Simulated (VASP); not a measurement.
Here is a VASP 6.6.1 calculation.

POSCAR

```
AlN
1.0
    2.5854596279      0.0000000000      0.0000000000
    0.0000000000      2.5854596279      0.0000000000
    0.0000000000      0.0000000000      2.5854596279
Al N
1 1
Direct
    0.0000000000      0.0000000000      0.0000000000
    0.5000000000      0.5000000000      0.5000000000
```

File INCAR.step1:

```
SYSTEM = AlN
PREC     = Accurate       ! precision mode
ENCUT    = 520            ! plane-wave cutoff, eV
EDIFF    = 1E-5           ! SCF threshold, eV
ISMEAR   = -1             ! smearing method
SIGMA    = 0.02           ! smearing width, eV
LREAL    = .False.        ! projectors in reciprocal space
LASPH    = .True.         ! aspherical terms in the spheres
NELM     = 60             ! most SCF steps
ALGO     = Normal         ! electronic algorithm
ISIF     = 2              ! what is computed and relaxed
LWAVE    = .True.         ! write WAVECAR
NBANDS   = 11             ! bands
GGA      = PE             ! functional
```

Contents of INCAR.step2:

```
SYSTEM = AlN
PREC     = Accurate       ! precision mode
ENCUT    = 520            ! plane-wave cutoff, eV
EDIFF    = 1E-6           ! SCF threshold, eV
ISMEAR   = -1             ! smearing method
SIGMA    = 0.02           ! smearing width, eV
LREAL    = .False.        ! projectors in reciprocal space
LASPH    = .True.         ! aspherical terms in the spheres
NELM     = 60             ! most SCF steps
ALGO     = Normal         ! electronic algorithm
ISIF     = 2              ! what is computed and relaxed
LWAVE    = .False.        ! write WAVECAR
LCHARG   = .True.         ! write CHGCAR
GGA      = PE             ! functional
LHFCALC  = .True.         ! exact exchange
HFSCREEN = 0.2079         ! screening, 1/A
PRECFOCK = Normal       
LELF     = .True.         ! ELF
LVHAR    = .True.       
NBANDS   = 11             ! bands
ISTART   = 1
```

The input KPOINTS:

```
Automatic mesh
0
Gamma
  4 4 4
  0 0 0
```

Potentials or basis: VASP PAW PBE potentials, release 64 (Al, N).

The run is started by

```sh
$ cat potpaw_PBE.64/Al/POTCAR potpaw_PBE.64/N/POTCAR > POTCAR
$ cp INCAR.step1 INCAR
$ mpirun -np 1 vasp_std > vasp.out
$ cp INCAR.step2 INCAR
$ mpirun -np 1 vasp_std > vasp.out
```

Q: Predict the band gap on the k mesh.

A: 0.38 eV, indirect (least direct gap 1.74 eV).

Q: Estimate the pressure.

A: -3.3 GPa.

Caveat: the k points lie up to 0.61 Å⁻¹ apart; the PAW data sets were made with another functional, which shifts forces and pressure a little. A k mesh can miss the band edges.
